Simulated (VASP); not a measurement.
Input of a VASP 6.6.1 run:

Contents of POSCAR:

```
HfO2
1.0
    3.3979831149      0.0000000000      0.0000000000
    0.0000000000      3.3979831149      0.0000000000
    0.0000000000      0.0000000000      4.9425402501
Hf O
2 4
Direct
    0.5000000000      0.5000000000      0.5000000000
    0.0000000000      0.0000000000      0.0000000000
    0.0000000000      0.5000000000      0.6961635355
    0.5000000000      0.0000000000      0.8038364645
    0.5000000000      0.0000000000      0.3038364645
    0.0000000000      0.5000000000      0.1961635355
```

The input INCAR.step1:

```
PREC = Accurate
ENCUT = 520
ISMEAR = 0
SIGMA = 0.05
LREAL = F
LASPH = T
NELM = 100
NBANDS = 31
GGA = PE
ALGO = Normal
EDIFF = 1E-4
LWAVE = T
LCHARG = F
```

File INCAR.step2:

```
PREC = Accurate
ENCUT = 520
EDIFF = 1E-7
ISMEAR = 0
SIGMA = 0.05
LREAL = F
LASPH = T
NELM = 100
ALGO = Normal
ISIF = 2
LWAVE = F
LCHARG = F
METAGGA = R2SCAN
LMIXTAU = T
NBANDS = 31
ISTART = 1
```

Contents of KPOINTS:

```
regular mesh
0
Gamma
  6 6 6
```

Potentials or basis: VASP PAW PBE potentials, release 64 (Hf_pv, O).

The run is started by

```bash
$ cat potpaw_PBE.64/Hf_pv/POTCAR potpaw_PBE.64/O/POTCAR > POTCAR
$ cp INCAR.step1 INCAR
$ mpirun -np 1 vasp_std > vasp.out
$ cp INCAR.step2 INCAR
$ mpirun -np 1 vasp_std > vasp.out
```

Task: Estimate the band gap on the k mesh.

Result: 5.75 eV (least direct gap 5.90 eV).

Task: Predict the pressure.

Result: 50.6 GPa.

Task: Estimate the largest force.

Result: 1.007 eV/Å.

Stress tensor (GPa, compression positive):
```
52.92  0.00  0.00
 0.00 52.92  0.00
 0.00  0.00 46.01
```

Caveat: the cell differs from its parent crystal (strain -0.050 along x and y, -0.050 along z); the cell stands under pressure; the PAW data sets were made with another functional, which shifts forces and pressure a little; spin-orbit coupling is left out, which moves the levels of the heavy elements. A k mesh can miss the band edges.
